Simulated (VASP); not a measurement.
# Ge5S (P4/mmm) in VASP: single point with PBE

Aim: the single point of Ge5S with PBE.

All numbers are computed with VASP 6.6.1; they aren't measurements. Logs are shortened: lines on timing, memory, paths and dates and some standing lists are left out, and cuts for length are marked.

## (1) The cell of the first run

Symmetry: P4/mmm, No. 123, tetragonal system. Conventional cell: a = 7.851 Å, b = 7.851 Å, c = 2.525 Å, α = 90.00°, β = 90.00°, γ = 90.00°. Within 3.3 Å of Ge (site symmetry m2m) lie 4 Ge at 2.53 to 2.65 Å. Within 3.3 Å of Ge (site symmetry 4/mmm) lie 6 Ge at 2.53 to 2.65 Å. Within 3.3 Å of S (site symmetry 4/mmm) lie 2 S at 2.53 Å.

The cell was generated, and may not be a known phase.

## (2) Single point, PBE

File INCAR:

```
SYSTEM = Ge5S
ALGO = Fast ; EDIFF = 1E-6
ENCUT = 520 ; GGA = PE
ISIF = 2 ; ISMEAR = 0
LASPH = .TRUE. ; LCHARG = .FALSE.
LREAL = .FALSE. ; LWAVE = .FALSE.
NBANDS = 47 ; NELM = 100
PREC = Accurate ; SIGMA = 0.1
```

File KPOINTS:

```
k-points
0
G
  6 6 14
  0 0 0
```

File POSCAR:

```
Ge5S
1.0
    7.8511107391      0.0000000000      0.0000000000
    0.0000000000      7.8511107391      0.0000000000
    0.0000000000      0.0000000000      2.5251220672
Ge S
5 1
Direct
    0.8377581874      0.5000000000      0.0000000000
    0.1622418126      0.5000000000      0.0000000000
    0.5000000000      0.8377581874      0.0000000000
    0.5000000000      0.1622418126      0.0000000000
    0.5000000000      0.5000000000      0.0000000000
    0.0000000000      0.0000000000      0.5000000000
```

Potentials or basis: VASP PAW PBE potentials, release 64 (Ge_d, S).

Command:

```sh
$ cat potpaw_PBE.64/Ge_d/POTCAR potpaw_PBE.64/S/POTCAR > POTCAR
$ mpirun -np 1 vasp_std > vasp.out
```

OUTCAR:

```text
SYSTEM = Ge5S
   EDIFF = 1E-6
   ENCUT = 520
   GGA = PE
   ISIF = 2
   ISMEAR = 0
   LASPH = .TRUE.
   LREAL = .FALSE.
   NELM = 100
   PREC = Accurate

 ion  position               nearest neighbor table
   1  0.838  0.500  0.000-   2 2.55   5 2.65
   2  0.162  0.500  0.000-   1 2.55   5 2.65
   3  0.500  0.838  0.000-   4 2.55   5 2.65
   4  0.500  0.162  0.000-   3 2.55   5 2.65
   5  0.500  0.500  0.000-   1 2.65   2 2.65   3 2.65   4 2.65
   6  0.000  0.000  0.500-

  LATTYP: Found a simple tetragonal cell.
 ALAT       =     7.8511107391
 C/A-ratio  =     0.3216260923

  Lattice vectors:

 A1 = (   7.8511107391,   0.0000000000,   0.0000000000)
 A2 = (   0.0000000000,   7.8511107391,   0.0000000000)
 A3 = (   0.0000000000,   0.0000000000,   2.5251220672)

Analysis of symmetry for initial positions (statically):
=====================================================================
 Subroutine PRICEL returns:
 Original cell was already a primitive cell.

 Routine SETGRP: Setting up the symmetry group for a
 simple tetragonal supercell.

 Subroutine GETGRP returns: Found 16 space group operations
 (whereof 16 operations were pure point group operations)
 out of a pool of 16 trial point group operations.

The static configuration has the point symmetry D_4h.

Analysis of symmetry for dynamics (positions and initial velocities):
=====================================================================
 Subroutine PRICEL returns:
 Original cell was already a primitive cell.

 Routine SETGRP: Setting up the symmetry group for a
 simple tetragonal supercell.

 Subroutine GETGRP returns: Found 16 space group operations
 (whereof 16 operations were pure point group operations)
 out of a pool of 16 trial point group operations.

The dynamic configuration has the point symmetry D_4h.

 Subroutine INISYM returns: Found 16 space group operations
 (whereof 16 operations are pure point group operations),
 and found     1 'primitive' translations

----------------------------------------------------------------------------------------

                                     Primitive cell

  volume of cell :     155.6484

[... 95 lines left out ...]
   NELM   =    100;   NELMIN=  2; NELMDL= -5     # of ELM steps
   EDIFF  = 0.1E-05   stopping-criterion for ELM
   LREAL  =      F    real-space projection
   EDIFFG = 0.1E-04   stopping-criterion for IOM
   NSW    =      0    number of steps for IOM
   IBRION =     -1    ionic relax: 0-MD 1-quasi-New 2-CG
   NFREE  =      0    steps in history (QN), initial steepest desc. (CG)
   ISIF   =      2    stress and relaxation
   ISYM   =      2    0-nonsym 1-usesym 2-fastsym
   POTIM  = 0.5000    time-step for ionic-motion
   TEBEG  =    0.0;   TEEND  =   0.0 temperature during run
   PSTRESS=    0.0 pullay stress
   NELECT =      76.0000    total number of electrons
   NUPDOWN=      -1.0000    fix difference up-down
   EMIN   =  10.00;   EMAX   =-10.00  energy-range for DOS
   EFERMI =   0.00;   METHOD = LEGACY
   ISMEAR =     0;   SIGMA  =   0.10  broadening in eV -4-tet -1-fermi 0-gaus
   EFERMI_NEDOS =   21; number of points for ismear=-14 and -15
   IALGO  =     68    algorithm
   IMIX   =      4    mixing-type and parameters
     AMIX     =   0.40;   BMIX     =  1.00
     AMIX_MAG =   1.60;   BMIX_MAG =  1.00
  volume/ion in A,a.u.               =      25.94       175.06
  Fermi-wavevector in a.u.,A,eV,Ry     =   1.289133  2.436109 22.611042  1.661865
  Thomas-Fermi vector in A             =   2.421045
   LORBIT       =      0    0 simple, 1 ext, 2 COOP (PROOUT), +10 PAW based schemes
   GGA     = PE    functional components
   LHFCALC =     F    Hartree Fock is set to
   AEXX    =    0.0000 exact exchange contribution
   IVDW    =     0    specifies the selected vdW correction
   LEPSILON=     F    determine dielectric tensor
   LRPA    =     F    only Hartree local field effects (RPA)
 non-spin polarized calculation
 RMM-DIIS sequential band-by-band and
 Gauss-broadening in eV      SIGMA  =   0.10
  energy-cutoff  :      520.00
  volume of cell :      155.65
 maximum number of plane-waves:      4233
 NGX is ok and might be reduce to    60
   NGX = 29   NGY = 29   NGZ =  9

 number of electron      75.9999981 magnetization

 Free energy of the ion-electron system (eV)
  ---------------------------------------------------
  ext. energy  EPLUGINS =         0.00000000
  ---------------------------------------------------
  free energy    TOTEN  =       -22.61566356 eV

  energy without entropy =      -22.59134061  energy(sigma->0) =      -22.60350208

 E-fermi :   3.1406     XC(G=0):  -9.1897

 val. band max:        3.1184515580   @ k =   0.0000   0.0000   0.3571
 cond. band min:       3.1451440793   @ k =   0.3333   0.3333   0.4286
 fundamental gap:      0.0266925212
 Fermi energy:         3.1406122700

 k-point     1 :       0.0000    0.0000    0.0000
  band No.  band energies     occupation
      1     -21.6919      2.00000
      2     -21.6764      2.00000
      3     -21.6348      2.00000
      4     -21.6348      2.00000
      5     -21.6344      2.00000
      6     -21.6043      2.00000
[... 1189 lines left out ...]
     46       9.7769      0.00000
     47       9.9361      0.00000

 [... further k-points ...]

------------------------ aborting loop because EDIFF is reached ----------------------------------------

  FORCE on cell =-STRESS in cart. coord.  units (eV):
  Direction    XX          YY          ZZ          XY          YZ          ZX
  --------------------------------------------------------------------------------------
  -------------------------------------------------------------------------------------
  Total       -0.0822384     -0.0822384     -0.0523180      0.0000000     -0.0000000      0.0000000
  in kB       -0.8465267     -0.8465267     -0.5385389      0.0000000     -0.0000000      0.0000000
  external PRESSURE =      -0.7438641 kB  Pullay stress =       0.0000000 kB

 VOLUME and BASIS-vectors are now :
 -----------------------------------------------------------------------------
  energy-cutoff  :      520.00
  volume of cell :      155.65
      direct lattice vectors                 reciprocal lattice vectors
     7.851110739  0.000000000  0.000000000     0.127370513  0.000000000  0.000000000
     0.000000000  7.851110739  0.000000000     0.000000000  0.127370513  0.000000000
     0.000000000  0.000000000  2.525122067     0.000000000  0.000000000  0.396020459

 POSITION                                       TOTAL-FORCE (eV/Angst)
 -----------------------------------------------------------------------------------
      6.57733      3.92556      0.00000        -0.002676     -0.000000     -0.000000
      1.27378      3.92556      0.00000         0.002676     -0.000000      0.000000
      3.92556      6.57733      0.00000        -0.000000     -0.002676      0.000000
      3.92556      1.27378      0.00000        -0.000000      0.002676     -0.000000
      3.92556      3.92556      0.00000        -0.000000     -0.000000      0.000000
      0.00000      0.00000      1.26256        -0.000000     -0.000000      0.000000
 -----------------------------------------------------------------------------------
    total drift:                                0.000000      0.000000     -0.000000

  FREE ENERGIE OF THE ION-ELECTRON SYSTEM (eV)
  ---------------------------------------------------
  free  energy   TOTEN  =       -22.6156635609 eV

  energy  without entropy=      -22.5913406075  energy(sigma->0) =      -22.60350208
```

Wall time 7.5 min (1 thread of Oxide Virtual Turin-like, shared host); peak memory 0.51 GiB.

Results:

```yaml
Free_energy: -22.6157 eV
Pressure: -0.1 GPa
Band_gap_on_the_k_mesh: zero (bands 38 and 39 overlap by 1.82 eV)
```

Forces on the atoms (eV/Å):
```
Ge  -0.003  0.000  0.000
Ge   0.003  0.000  0.000
Ge   0.000 -0.003  0.000
Ge   0.000  0.003  0.000
Ge   0.000  0.000  0.000
S    0.000  0.000  0.000
```

The gap in the log of VASP goes by the Fermi energy; the results here count the filled bands.